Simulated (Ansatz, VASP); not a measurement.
# MnO in VASP and in Ansatz

The input INCAR:

```
SYSTEM = MnO
PREC = Accurate ; ENCUT = 520
EDIFF = 1E-6 ; ISMEAR = 0
SIGMA = 0.15 ; LREAL = .False.
LASPH = .True. ; NELM = 150
ALGO = Normal ; ISIF = 2
LWAVE = .False. ; LCHARG = .False.
ISPIN = 2 ; MAGMOM = 4.41 0.25
LORBIT = 11 ; LMAXMIX = 4
GGA = PS ; NBANDS = 20
```

Contents of KPOINTS:

```
regular mesh
0
Gamma
  18 18 18
  0 0 0
```

File POSCAR:

```
MnO
1.0
    0.0000000000      2.1664500000      2.2220000000
    2.2220000000      0.0000000000      2.2220000000
    2.2220000000      2.1664500000      0.0000000000
Mn O
1 1
Direct
    0.0000000000      0.0000000000      0.0000000000
    0.5000000000      0.5000000000      0.5000000000
```

Input for Ansatz:

```yaml
crystal:
  lattice:
    - [0.0, 2.16645, 2.222]
    - [2.222, 0.0, 2.222]
    - [2.222, 2.16645, 0.0]
  atoms:
    - { symbol: Mn, position: [0.0, 0.0, 0.0], spin: 4.41 }
    - { symbol: O, position: [0.5, 0.5, 0.5], spin: 0.25 }
basis:
  ecutwfc: 420
kpoints:
  mp_grid: { grid: [18, 18, 18] }
hamiltonian:
  xc: pbesol
scf:
  occupations: { method: gaussian, width: 0.15 }
output:
  forces: true
  stress: true
  eigenvalues: true
  populations: true
magnetization:
  spin_polarized: true
```

Change from the starting cell: strain -0.0250 x Voigt [0, 1, 0, 0, 0, 0], atoms carried along.

Alike in both runs: task single point; functional PBEsol; k mesh 18 × 18 × 18; occupations gaussian, width 0.15 eV; collinear spin.

|  | VASP | Ansatz |
| --- | --- | --- |
| version | VASP 6.6.1 | Ansatz 0.2.0 |
| potentials or method | VASP PAW PBE potentials, release 64 (Mn_pv, O), cutoff 520 eV | scalar-relativistic, plane waves, PAW |
| valence electrons in the cell | 19 | 21 |

|  | VASP | Ansatz | Ansatz less VASP |
| --- | --- | --- | --- |
| gap on the k mesh at the Fermi level (eV) | none | none | - |
| pressure (GPa) | -4.7 | -5.1 | -0.38 |
| traceless stress, the component that is largest in VASP (GPa) | -0.05 | -0.15 | -0.100 |
| net moment per atom (μB) | 2.33 | 2.33 | +0.001 |
| size of the moment on the site where the two differ most (μB) | 4.23 | 3.91 | -0.325 |

VASP's potentials were made for PBE, not for PBEsol. Site moments also hang on the region over which each program counts them. A gap of «none» marks a metal or a gap that the smearing closes. The functional is the same, so the differences come from potentials, cutoffs and numerics. VASP's potentials hold 19 valence electrons a cell and Ansatz's 21, so a difference there can come from the potentials and not from the codes.
